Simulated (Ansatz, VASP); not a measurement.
**One calculation of LiCl, two programs**

POSCAR

```
LiCl
1.0
    0.0639531955      2.7437014098      2.7437014098
    2.7437014098      0.0639531955      2.7437014098
    2.7437014098      2.7437014098      0.0639531955
Li Cl
1 1
Direct
    0.0023726868      0.0023726868      0.0023726868
    0.2476273132      0.2476273132      0.2476273132
```

File INCAR.step1:

```
PREC = Accurate
ENCUT = 520
ISMEAR = 0
SIGMA = 0.01
LREAL = False
LASPH = True
NELM = 100
NBANDS = 12
GGA = PE
ALGO = Normal
EDIFF = 1E-4
LWAVE = True
LCHARG = False
```

File INCAR.step2:

```
PREC = Accurate
ENCUT = 520
EDIFF = 1E-7
ISMEAR = 0
SIGMA = 0.01
LREAL = False
LASPH = True
NELM = 100
ALGO = Normal
ISIF = 2
LWAVE = False
LCHARG = False
METAGGA = R2SCAN
LMIXTAU = True
NBANDS = 12
ISTART = 1
```

Contents of KPOINTS:

```
regular mesh
0
Gamma
  8 8 8
```

Input for Ansatz:

```yaml
crystal:
  lattice:
    - [0.0639531955, 2.7437014098, 2.7437014098]
    - [2.7437014098, 0.0639531955, 2.7437014098]
    - [2.7437014098, 2.7437014098, 0.0639531955]
  atoms:
    - { symbol: Li, position: [0.0023726868, 0.0023726868, 0.0023726868] }
    - { symbol: Cl, position: [0.2476273132, 0.2476273132, 0.2476273132] }
kpoints:
  mp_grid: { grid: [8, 8, 8] }
  band_path:
    path:
      - [0.0, 0.0, 0.0]
      - [-0.5, -0.5, 0.0]
      - [-0.375, -0.375, 0.25]
      - [-0.375, 0.0, 0.375]
      - [0.0, 0.0, 0.5]
      - [-0.5, -0.25, 0.25]
    npoints: 1
hamiltonian:
  xc: r2scan
scf:
  occupations: { method: fixed }
  n_extra_bands: 4
output:
  forces: true
  stress: true
  eigenvalues: true
```

Change from the starting cell: epitaxial_111 strain -1.9%.

Alike in both runs: task single point; functional r2SCAN; k mesh 8 × 8 × 8; no spin polarisation.

```csv
,VASP,Ansatz
version,VASP 6.6.1,Ansatz 0.2.0
potentials or method,"VASP PAW PBE potentials, release 64 (Li_sv, Cl)","plane waves, PAW"
plane-wave cutoff (eV),520,500
occupations,"gaussian, width 0.01 eV",fixed
valence electrons in the cell,10,10
```

|  | VASP | Ansatz | Ansatz less VASP |
| --- | --- | --- | --- |
| gap on the k mesh at the Fermi level (eV) | 6.79 | 6.73 | -0.060 |
| rms of the force components (eV/Å) | 0.014 | 0.003 | -0.0107 |

VASP's potentials were made for PBE, not for r2SCAN. Atom by atom the forces differ by 0.011 eV/Å (rms over components).

Noted on VASP's run: the cutoff is under 1.25 times that of the potentials, so the pressure is a little rough.
